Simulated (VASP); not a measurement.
A run of VASP 6.6.1:

Contents of INCAR:

```
ALGO = Normal ; EDIFF = 1E-6
ENCUT = 520 ; GGA = PE
ISIF = 2 ; ISMEAR = 0
IVDW = 12 ; LASPH = True
LCHARG = False ; LREAL = False
LWAVE = False ; NBANDS = 14
NELM = 100 ; PREC = Accurate
SIGMA = 0.15
```

File KPOINTS:

```
k-points
0
Gamma
  18 18 4
```

The input POSCAR:

```
Al
1.0
    2.7356000000      0.0000000000      0.0000000000
   -1.3678000000      2.3690990946      0.0000000000
    0.0000000000      0.0000000000     10.0395000000
Al
4
Direct
    0.0000000000      0.0000000000      0.0000000000
    0.3333333333      0.6666666667      0.2500000000
    0.0000000000      0.0000000000      0.5000000000
    0.6666666667      0.3333333333      0.7500000000
```

Potentials or basis: VASP PAW PBE potentials, release 64 (Al).

Run with:

```sh
$ cat potpaw_PBE.64/Al/POTCAR > POTCAR
$ mpirun -np 1 vasp_std > vasp.out
```

Hardware: 1 thread of Intel(R) Xeon(R) 6975P-C (Granite Rapids), with other jobs on the host.

Problem. How long does it take, and how much memory?

Solution. It took 28 s on 1 thread of Intel(R) Xeon(R) 6975P-C (Granite Rapids), on a shared host, peak memory 0.22 GiB. Counts: scf iterations 10, k points 111.
